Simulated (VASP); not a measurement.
Write the native input for VASP 6.6.1 that does the following.

```
Task                   : single point
Functional             : PBE
Potentials or basis    : VASP PAW PBE potentials, release 64 (As, I)
Cutoff                 : 520 eV
k mesh                 : 16 × 16 × 16
Occupations            : gaussian, width 0.1 eV
Spin                   : no spin polarisation
Dipole correction      : no
Further INCAR settings : ALGO = Normal; EDIFF = 1e-06; NBANDS = 13
```

The structure of AsI lies in POSCAR:

```
AsI
1.0
    0.0000000000      3.0812095123      3.0812095123
    3.0812095123      0.0000000000      3.0812095123
    3.0812095123      3.0812095123      0.0000000000
As I
1 1
Direct
    0.0000000000      0.0000000000      0.0000000000
    0.5000000000      0.5000000000      0.5000000000
```

One way to write it, as run:

INCAR

```
SYSTEM = AsI
ALGO = Normal
EDIFF = 1E-6
ENCUT = 520
GGA = PE
ISIF = 2
ISMEAR = 0
LASPH = .TRUE.
LCHARG = .FALSE.
LREAL = .FALSE.
LWAVE = .FALSE.
NBANDS = 13
NELM = 100
PREC = Accurate
SIGMA = 0.1
```

KPOINTS

```
k-points
0
G
  16 16 16
  0 0 0
```

Potentials or basis: VASP PAW PBE potentials, release 64 (As, I).

Launch:

```bash
$ cat potpaw_PBE.64/As/POTCAR potpaw_PBE.64/I/POTCAR > POTCAR
$ mpirun -np 1 vasp_std > vasp.out
```

Results of the run:

The pressure is 0.0 GPa and the band gap on the k mesh is zero (band 6 reaches 7.79 eV, above the bottom of band 7 at 4.28 eV).

Caveat: spin-orbit coupling is left out, which moves the levels of the heavy elements.

Wall time 44 s on 1 thread of Intel(R) Xeon(R) Platinum 8259CL CPU @ 2.50GHz (Skylake/Cascade Lake), with other jobs on the host, peak memory 0.26 GiB.
